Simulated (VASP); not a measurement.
Wanted: the native input for a VASP 6.6.1 run.

```
Task                   : electric field gradients
Functional             : LDA
Potentials or basis    : VASP PAW LDA potentials, release 64 (Sn_d)
Cutoff                 : 520 eV
k mesh                 : 13 × 13 × 13
Occupations            : fermi-dirac, width 0.08 eV
Spin                   : no spin polarisation
Dipole correction      : no
Further INCAR settings : ALGO = Normal; EDIFF = 1e-08; NBANDS = 13
```

The structure of Sn lies in POSCAR:

```
Sn
1.0
   -1.7243895975      1.9929974191      2.1492112800
    1.7243895975     -1.9929974191      2.1492112800
    1.7243895975      1.9929974191     -2.1492112800
Sn
1
Direct
    0.0000000000      0.0000000000      0.0000000000
```

These files were run (other wordings do the same):

INCAR

```
SYSTEM = Sn
ALGO = Normal
EDIFF = 1E-8
ENCUT = 520
GGA = CA
ISIF = 2
ISMEAR = -1
LASPH = .TRUE.
LCHARG = .FALSE.
LEFG = .TRUE.
LREAL = .FALSE.
LWAVE = .FALSE.
NBANDS = 13
NELM = 60
PREC = Accurate
SIGMA = 0.08
```

KPOINTS

```
k-points
0
G
  13 13 13
  0 0 0
```

Potentials or basis: VASP PAW LDA potentials, release 64 (Sn_d).

Run with:

```sh
$ cat potpaw_LDA.64/Sn_d/POTCAR > POTCAR
$ mpirun -np 1 vasp_std > vasp.out
```

Results of the run:

```
Pressure                                : -5.9 GPa
Band gap on the k mesh                  : zero (bands 7 and 8 overlap by 8.17 eV)
Largest electric field gradient by atom : Sn -8.2 V/Å²
```

Caveat: the cell stands under tension; without QUAD_EFG the Cq values of the log hold for a quadrupole moment of 1 mb, not for the nuclei; spin-orbit coupling is left out, which moves the levels of the heavy elements.

Wall time 90 s on 1 thread of Intel(R) Xeon(R) Platinum 8259CL CPU @ 2.50GHz (Skylake/Cascade Lake), on a shared host, peak memory 0.23 GiB.
